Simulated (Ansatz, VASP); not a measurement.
## Two plane-wave programs on I

```
I
1.0
     3.90293   -2.25707    0.00000
     3.90293    2.25707    0.00000
     0.00000    0.00000   10.10304
I
4
Cartesian
  3.9029 -1.4929 1.2408
  3.9029 -0.7642 6.2924
  3.9029 1.4929 8.8622
  3.9029 0.7642 3.8107
```

Alike in both runs: task single point; functional PBEsol; k mesh 8 × 8 × 3; occupations fermi-dirac, width 0.05 eV; no spin polarisation.

|  | VASP | Ansatz |
| --- | --- | --- |
| version | VASP 6.6.1 | Ansatz 0.2.0 |
| potentials or method | VASP PAW PBE potentials, release 64 (I), cutoff 520 eV | plane waves (420 eV) with PAW, scalar-relativistic |
| valence electrons in the cell | 28 | 68 |

Ansatz gave:

```
pressure (GPa)                                                : -2.4
traceless stress, the component that is largest in VASP (GPa) : 2.18
```

Which values does VASP return?

Pressure (GPa): -2.4; traceless stress, the component that is largest in VASP (GPa): 2.19.

VASP's potentials were made for PBE, not for PBEsol, and Ansatz warns of the same on its side. VASP's potentials hold 28 valence electrons a cell and Ansatz's 68, so a difference there can come from the potentials and not from the codes.

Neither program's run includes spin-orbit coupling.
